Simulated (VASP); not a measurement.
# SiNi (zincblende type): single point with PBE

SiNi (zincblende type):

```xyz
2
Lattice="0.0000 2.1244 2.1244 2.1244 0.0000 2.1244 2.1244 2.1244 0.0000" Properties=species:S:1:pos:R:3 pbc="T T T"
Ni    0.0000    0.0000    0.0000
Si    1.0622    1.0622    1.0622
```

| Item | Value |
| --- | --- |
| Program | VASP 6.6.1 |
| Task | single point |
| Functional | PBE |
| Potentials or basis | VASP PAW PBE potentials, release 64 (Ni, Si) |
| Cutoff | 520 eV |
| k mesh | 15 × 15 × 15 |
| Occupations | fermi-dirac, width 0.1 eV |
| Spin | no spin polarisation |
| Dipole correction | no |
| Further INCAR settings | ALGO = Normal; EDIFF = 1e-07; NBANDS = 14 |

The pressure is 190.2 GPa. The band gap on the k mesh is zero (band 7 reaches 22.24 eV, above the bottom of band 8 at 12.53 eV).

Levels at points of the mesh, in eV from the Fermi level:
| k point | band 4 | band 5 | band 6 | band 7 | band 8 | band 9 | band 10 | band 11 |
| --- | --- | --- | --- | --- | --- | --- | --- | --- |
| (0.00, 0.00, 0.00) | -5.94 | -4.46 | -4.46 | 8.27 | 8.27 | 8.27 | 10.03 | 10.03 |

Wall time 61 s on 1 thread of AMD EPYC 7R13 (shared host), peak memory 0.13 GiB.

Spin polarisation is off, so any magnetic state and its effect on volume and gap are missing.
